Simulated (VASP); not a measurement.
# CuI (P6_3/mmc) in VASP: notebook

CuI is run at these levels: r2SCAN; tasks: single point.

Program: VASP 6.6.1. These are calculated values, not measurements. Logs are shortened: lines on timing, memory, paths and dates and some standing lists are left out, and cuts for length are marked.

## (1) The cell of the first run

The structure is hexagonal, space group P6_3/mmc (No. 194). The conventional cell has a = 4.376 Å, b = 4.376 Å, c = 7.254 Å, α = 90.00°, β = 90.00°, γ = 120.00°. Cu (site symmetry -6m2) has 3 I at 2.53 Å within 3.3 Å. Within 3.3 Å of I (site symmetry -6m2) lie 3 Cu at 2.53 Å.

## (2) Single point, r2SCAN

Contents of POSCAR:

```
CuI
1.0
    4.3755375000      0.0000000000      0.0000000000
   -2.1877687500      3.7893266302      0.0000000000
    0.0000000000      0.0000000000      7.2537938901
Cu I
2 2
Direct
    0.3333333333      0.6666666667      0.2500000000
    0.6666666667      0.3333333333      0.7500000000
    0.6666666667      0.3333333333      0.2500000000
    0.3333333333      0.6666666667      0.7500000000
```

Contents of INCAR.step1:

```
SYSTEM = CuI
ALGO     = Normal         ! electronic algorithm
EDIFF    = 1E-4           ! SCF threshold, eV
ENCUT    = 520            ! plane-wave cutoff, eV
GGA      = PE             ! functional
ISMEAR   = 0              ! smearing method
LASPH    = .TRUE.         ! aspherical terms in the spheres
LCHARG   = .FALSE.        ! write CHGCAR
LREAL    = .FALSE.        ! projectors in reciprocal space
LWAVE    = .TRUE.         ! write WAVECAR
NBANDS   = 26             ! bands
NELM     = 100            ! most SCF steps
PREC     = Accurate       ! precision mode
SIGMA    = 0.01           ! smearing width, eV
```

Contents of INCAR.step2:

```
SYSTEM = CuI
ALGO     = Normal         ! electronic algorithm
EDIFF    = 1E-6           ! SCF threshold, eV
ENCUT    = 520            ! plane-wave cutoff, eV
ISIF     = 2              ! what is computed and relaxed
ISMEAR   = 0              ! smearing method
ISTART   = 1            
LASPH    = .TRUE.         ! aspherical terms in the spheres
LCHARG   = .TRUE.         ! write CHGCAR
LELF     = .TRUE.         ! ELF
LMIXTAU  = .TRUE.       
LREAL    = .FALSE.        ! projectors in reciprocal space
LVHAR    = .TRUE.       
LWAVE    = .FALSE.        ! write WAVECAR
METAGGA  = R2SCAN         ! meta-GGA
NBANDS   = 26             ! bands
NELM     = 100            ! most SCF steps
PREC     = Accurate       ! precision mode
SIGMA    = 0.01           ! smearing width, eV
```

Contents of KPOINTS:

```
k-points
0
G
  6 6 4
  0 0 0
```

Potentials or basis: VASP PAW PBE potentials, release 64 (Cu, I).

Started as:

```console
> cat potpaw_PBE.64/Cu/POTCAR potpaw_PBE.64/I/POTCAR > POTCAR
> cp INCAR.step1 INCAR
> mpirun -np 1 vasp_std > vasp.out
> cp INCAR.step2 INCAR
> mpirun -np 1 vasp_std > vasp.out
```

OUTCAR:

```text
SYSTEM = CuI
   EDIFF = 1E-6
   ENCUT = 520
   ISIF = 2
   ISMEAR = 0
   ISTART = 1
   LASPH = .TRUE.
   LREAL = .FALSE.
   METAGGA = R2SCAN
   NELM = 100
   PREC = Accurate

 ion  position               nearest neighbor table
   1  0.333  0.667  0.250-   3 2.53   3 2.53   3 2.53
   2  0.667  0.333  0.750-   4 2.53   4 2.53   4 2.53
   3  0.667  0.333  0.250-   1 2.53   1 2.53   1 2.53
   4  0.333  0.667  0.750-   2 2.53   2 2.53   2 2.53

  LATTYP: Found a hexagonal cell.
 ALAT       =     4.3755375000
 C/A-ratio  =     1.6578063587

  Lattice vectors:

 A1 = (   4.3755375000,   0.0000000000,   0.0000000000)
 A2 = (  -2.1877687500,   3.7893266302,   0.0000000000)
 A3 = (   0.0000000000,   0.0000000000,   7.2537938901)

Analysis of symmetry for initial positions (statically):
=====================================================================
 Subroutine PRICEL returns:
 Original cell was already a primitive cell.

 Routine SETGRP: Setting up the symmetry group for a
 hexagonal supercell.

 Subroutine GETGRP returns: Found 24 space group operations
 (whereof 12 operations were pure point group operations)
 out of a pool of 24 trial point group operations.

The static configuration has the point symmetry D_3d.
 The point group associated with its full space group is D_6h.

Analysis of symmetry for dynamics (positions and initial velocities):
=====================================================================
 Subroutine PRICEL returns:
 Original cell was already a primitive cell.

 Routine SETGRP: Setting up the symmetry group for a
 hexagonal supercell.

 Subroutine GETGRP returns: Found 24 space group operations
 (whereof 12 operations were pure point group operations)
 out of a pool of 24 trial point group operations.

The dynamic configuration has the point symmetry D_3d.
 The point group associated with its full space group is D_6h.

 Subroutine INISYM returns: Found 24 space group operations
 (whereof 12 operations are pure point group operations),
 and found     1 'primitive' translations

----------------------------------------------------------------------------------------

                                     Primitive cell

  volume of cell :     120.2704

  direct lattice vectors                    reciprocal lattice vectors
     4.375537500  0.000000000  0.000000000     0.228543350  0.131949565  0.000000000
    -2.187768750  3.789326630  0.000000000     0.000000000  0.263899130  0.000000000
     0.000000000  0.000000000  7.253793890     0.000000000  0.000000000  0.137858894

  length of vectors
     4.375537500  4.375537500  7.253793890     0.263899130  0.263899130  0.137858894

  position of ions in fractional coordinates (direct lattice)
     0.333333333  0.666666667  0.250000000
     0.666666667  0.333333333  0.750000000
     0.666666667  0.333333333  0.250000000
     0.333333333  0.666666667  0.750000000

  ion indices of the primitive-cell ions
   primitive index   ion index
                 1           1
                 2           2
                 3           3
                 4           4

----------------------------------------------------------------------------------------

 KPOINTS: k-points

Automatic generation of k-mesh.
 Grid dimensions read from file:
 generate k-points for:    6    6    4

 Generating k-lattice:

  Cartesian coordinates                     Fractional coordinates (reciprocal lattice)
     0.038090558  0.021991594  0.000000000     0.166666667  0.000000000  0.000000000
     0.000000000  0.043983188  0.000000000     0.000000000  0.166666667  0.000000000
     0.000000000  0.000000000  0.034464723     0.000000000  0.000000000  0.250000000

  Length of vectors
     0.043983188  0.043983188  0.034464723

  Shift w.r.t. Gamma in fractional coordinates (k-lattice)
     0.000000000  0.000000000  0.000000000

 Subroutine IBZKPT returns following result:
 ===========================================

 Found     21 irreducible k-points:

 Following reciprocal coordinates:
            Coordinates               Weight
  0.000000  0.000000  0.000000      1.000000
  0.166667  0.000000  0.000000      6.000000
  0.333333  0.000000  0.000000      6.000000
  0.500000  0.000000  0.000000      3.000000
  0.166667  0.166667  0.000000      6.000000
  0.333333  0.166667  0.000000     12.000000
[... 13 lines left out ...]
  0.333333  0.166667  0.500000     12.000000
  0.333333  0.333333  0.500000      2.000000
   k-points           NKPTS =     21   k-points in BZ     NKDIM =     21   number of bands    NBANDS=     26
   number of dos      NEDOS =    301   number of ions     NIONS =      4
   total plane-waves  NPLWV =  69984
   dimension x,y,z NGX =    36 NGY =   36 NGZ =   54
   dimension x,y,z NGXF=    72 NGYF=   72 NGZF=  108
   ions per type =               2   2
   NGX,Y,Z   is equivalent  to a cutoff of  13.68, 13.68, 12.38 a.u.
   NGXF,Y,Z  is equivalent  to a cutoff of  27.36, 27.36, 24.75 a.u.
 SYSTEM =  CuI
   PREC   = accura    normal or accurate (medium, high low for compatibility)
   ISTART =      1    job   : 0-new  1-cont  2-samecut
   ICHARG =      0    charge: 1-file 2-atom 10-const
   ISPIN  =      1    spin polarized calculation?
   LNONCOLLINEAR =      F non collinear calculations
   LSORBIT =      F    spin-orbit coupling
   LASPH  =      T    aspherical Exc in radial PAW
   ENCUT  =  520.0 eV  38.22 Ry    6.18 a.u.   8.14  8.14 13.49*2*pi/ulx,y,z
   NELM   =    100;   NELMIN=  2; NELMDL=  0     # of ELM steps
   EDIFF  = 0.1E-05   stopping-criterion for ELM
   LREAL  =      F    real-space projection
   EDIFFG = 0.1E-04   stopping-criterion for IOM
   NSW    =      0    number of steps for IOM
   IBRION =     -1    ionic relax: 0-MD 1-quasi-New 2-CG
   NFREE  =      0    steps in history (QN), initial steepest desc. (CG)
   ISIF   =      2    stress and relaxation
   ISYM   =      2    0-nonsym 1-usesym 2-fastsym
   POTIM  = 0.5000    time-step for ionic-motion
   TEBEG  =    0.0;   TEEND  =   0.0 temperature during run
   PSTRESS=    0.0 pullay stress
   NELECT =      36.0000    total number of electrons
   NUPDOWN=      -1.0000    fix difference up-down
   EMIN   =  10.00;   EMAX   =-10.00  energy-range for DOS
   EFERMI =   0.00;   METHOD = LEGACY
   ISMEAR =     0;   SIGMA  =   0.01  broadening in eV -4-tet -1-fermi 0-gaus
   EFERMI_NEDOS =   21; number of points for ismear=-14 and -15
   IALGO  =     38    algorithm
   IMIX   =      4    mixing-type and parameters
     AMIX     =   0.40;   BMIX     =  1.00
     AMIX_MAG =   1.60;   BMIX_MAG =  1.00
  volume/ion in A,a.u.               =      30.07       202.91
  Fermi-wavevector in a.u.,A,eV,Ry     =   1.095106  2.069450 16.316880  1.199257
  Thomas-Fermi vector in A             =   2.231423
   LORBIT       =      0    0 simple, 1 ext, 2 COOP (PROOUT), +10 PAW based schemes
   METAGGA = R2SCAN    functional components
   LHFCALC =     F    Hartree Fock is set to
   AEXX    =    0.0000 exact exchange contribution
   IVDW    =     0    specifies the selected vdW correction
   LEPSILON=     F    determine dielectric tensor
   LRPA    =     F    only Hartree local field effects (RPA)
 non-spin polarized calculation
 Gauss-broadening in eV      SIGMA  =   0.01
  energy-cutoff  :      520.00
  volume of cell :      120.27
 maximum number of plane-waves:      3266
 NGX is ok and might be reduce to    36
   NGX = 17   NGY = 17   NGZ = 27

 number of electron      35.9999991 magnetization

 Free energy of the ion-electron system (eV)
  ---------------------------------------------------
  ext. energy  EPLUGINS =         0.00000000
  ---------------------------------------------------
  free energy    TOTEN  =       -71.23259343 eV

  energy without entropy =      -71.23259343  energy(sigma->0) =      -71.23259343

 E-fermi :   3.5446     XC(G=0):  -9.0303

 val. band max:        3.5010008191   @ k =   0.0000   0.0000   0.0000
 cond. band min:       5.1648621224   @ k =   0.0000   0.0000   0.0000
 fundamental gap:      1.6638613033
 Fermi energy:         3.5446004805

 k-point     1 :       0.0000    0.0000    0.0000
  band No.  band energies     occupation
      1     -10.7748      2.00000
      2     -10.3933      2.00000
      3      -1.0770      2.00000
      4      -0.7719      2.00000
      5      -0.7719      2.00000
      6      -0.6315      2.00000
[... 18 lines left out ...]
     25      10.6304      0.00000
     26      10.8880      0.00000

 k-point     2 :       0.1667    0.0000    0.0000
  band No.  band energies     occupation
      1     -10.6664      2.00000
      2     -10.3205      2.00000
      3      -1.1402      2.00000
      4      -0.9649      2.00000
      5      -0.9316      2.00000
      6      -0.7423      2.00000
[... 18 lines left out ...]
     25      10.2592      0.00000
     26      10.3325      0.00000

 k-point     3 :       0.3333    0.0000    0.0000
  band No.  band energies     occupation
      1     -10.4188      2.00000
      2     -10.1807      2.00000
      3      -1.8741      2.00000
      4      -1.6118      2.00000
      5      -0.6595      2.00000
      6      -0.5564      2.00000
[... 18 lines left out ...]
     25      11.0054      0.00000
     26      11.5724      0.00000

 k-point     4 :       0.5000    0.0000    0.0000
  band No.  band energies     occupation
      1     -10.2624      2.00000
      2     -10.1290      2.00000
      3      -2.2298      2.00000
      4      -1.9302      2.00000
      5      -0.6065      2.00000
      6      -0.2391      2.00000
[... 18 lines left out ...]
     25      11.4008      0.00000
     26      11.4607      0.00000

 k-point     5 :       0.1667    0.1667    0.0000
  band No.  band energies     occupation
      1     -10.4865      2.00000
      2     -10.2137      2.00000
      3      -1.5652      2.00000
      4      -1.4682      2.00000
      5      -0.7370      2.00000
      6      -0.6692      2.00000
[... 18 lines left out ...]
     25      10.9328      0.00000
     26      11.0527      0.00000

 k-point     6 :       0.3333    0.1667    0.0000
  band No.  band energies     occupation
      1     -10.2667      2.00000
      2     -10.1272      2.00000
      3      -2.0130      2.00000
      4      -1.8178      2.00000
      5      -0.8706      2.00000
      6      -0.4450      2.00000
[... 340 lines left out ...]
 k-point    18 :       0.5000    0.0000    0.5000
  band No.  band energies     occupation
      1     -10.1946      2.00000
      2     -10.1946      2.00000
      3      -2.1927      2.00000
      4      -2.1927      2.00000
      5      -0.4320      2.00000
      6      -0.4320      2.00000
[... 18 lines left out ...]
     25      12.0392      0.00000
     26      12.0392      0.00000

 k-point    19 :       0.1667    0.1667    0.5000
  band No.  band energies     occupation
      1     -10.3531      2.00000
      2     -10.3531      2.00000
      3      -1.6105      2.00000
      4      -1.6105      2.00000
      5      -0.6316      2.00000
      6      -0.6316      2.00000
[... 18 lines left out ...]
     25      11.1516      0.00000
     26      11.1516      0.00000

 k-point    20 :       0.3333    0.1667    0.5000
  band No.  band energies     occupation
      1     -10.1960      2.00000
      2     -10.1960      2.00000
      3      -2.0285      2.00000
      4      -2.0285      2.00000
      5      -0.6874      2.00000
      6      -0.6874      2.00000
[... 18 lines left out ...]
     25      11.1634      0.00000
     26      11.1634      0.00000

 k-point    21 :       0.3333    0.3333    0.5000
  band No.  band energies     occupation
      1     -10.1422      2.00000
      2     -10.1422      2.00000
      3      -1.9729      2.00000
      4      -1.9729      2.00000
      5      -0.9910      2.00000
      6      -0.9910      2.00000
[... 18 lines left out ...]
     25      11.4295      0.00000
     26      11.4295      0.00000

------------------------ aborting loop because EDIFF is reached ----------------------------------------

  FORCE on cell =-STRESS in cart. coord.  units (eV):
  Direction    XX          YY          ZZ          XY          YZ          ZX
  --------------------------------------------------------------------------------------
  -------------------------------------------------------------------------------------
  Total       -0.0516609     -0.0516609     -0.0154534      0.0000000     -0.0000000      0.0000000
  in kB       -0.6881994     -0.6881994     -0.2058620      0.0000000     -0.0000000      0.0000000
  external PRESSURE =      -0.5274202 kB  Pullay stress =       0.0000000 kB

 VOLUME and BASIS-vectors are now :
 -----------------------------------------------------------------------------
  energy-cutoff  :      520.00
  volume of cell :      120.27
      direct lattice vectors                 reciprocal lattice vectors
     4.375537500  0.000000000  0.000000000     0.228543350  0.131949565  0.000000000
    -2.187768750  3.789326630  0.000000000     0.000000000  0.263899130  0.000000000
     0.000000000  0.000000000  7.253793890     0.000000000  0.000000000  0.137858894

 POSITION                                       TOTAL-FORCE (eV/Angst)
 -----------------------------------------------------------------------------------
     -0.00000      2.52622      1.81345         0.000000     -0.000000      0.000000
      2.18777      1.26311      5.44035        -0.000000     -0.000000      0.000000
      2.18777      1.26311      1.81345        -0.000000      0.000000      0.000000
     -0.00000      2.52622      5.44035        -0.000000     -0.000000      0.000000
 -----------------------------------------------------------------------------------
    total drift:                               -0.000000      0.000000     -0.000000

  FREE ENERGIE OF THE ION-ELECTRON SYSTEM (eV)
  ---------------------------------------------------
  free  energy   TOTEN  =       -71.2325934325 eV

  energy  without entropy=      -71.2325934325  energy(sigma->0) =      -71.23259343
```

Wall time 3.6 min (1 thread of Intel Xeon 8259CL, shared host); peak memory 0.3 GiB.

Results:

| Property | Result |
| --- | --- |
| Free energy | -71.2326 eV |
| Pressure | -0.1 GPa |
| Band gap on the k mesh | 1.66 eV |

Caveat: the PAW data sets were made with another functional, which shifts forces and pressure a little; spin-orbit coupling is left out, which moves the levels of the heavy elements. A k mesh can miss the band edges.

(Continued in part 2 of 2.)
